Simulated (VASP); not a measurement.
Sc, 2 atoms in the cell. It takes space group I4/mmm (No. 139, tetragonal). Conventional cell: a = 3.333 Å, b = 3.333 Å, c = 4.506 Å, α = 90.00°, β = 90.00°, γ = 90.00°. Sc (site symmetry 4/mmm) has 12 Sc at 3.26 to 3.33 Å within 4.3 Å.  This cell differs from its parent crystal: biaxial strain in the a-b plane: +2.0 %, then relaxed in part.

```yaml
Program: VASP 6.6.1
Task: single point
Functional: PBE
Potentials_or_basis: VASP PAW PBE potentials, release 64 (Sc_sv)
Cutoff: 520 eV
k_mesh: 14 × 14 × 10
Occupations: gaussian, width 0.1 eV
Spin: no spin polarisation
Dipole_correction: no
Further_INCAR_settings: ALGO = Fast; EDIFF = 1e-06; NBANDS = 18
```

Potentials or basis: VASP PAW PBE potentials, release 64 (Sc_sv).

Launch:

```sh
$ cat potpaw_PBE.64/Sc_sv/POTCAR > POTCAR
$ mpirun -np 1 vasp_std > vasp.out
```

Hardware: 1 thread of Intel(R) Xeon(R) Platinum 8488C (Sapphire Rapids) (shared host).

Estimate the wall time of this run.

It took 2.2 min on 1 thread of Intel(R) Xeon(R) Platinum 8488C (Sapphire Rapids), on a shared host, peak memory 0.28 GiB. Counts: scf iterations 16, k points 216.
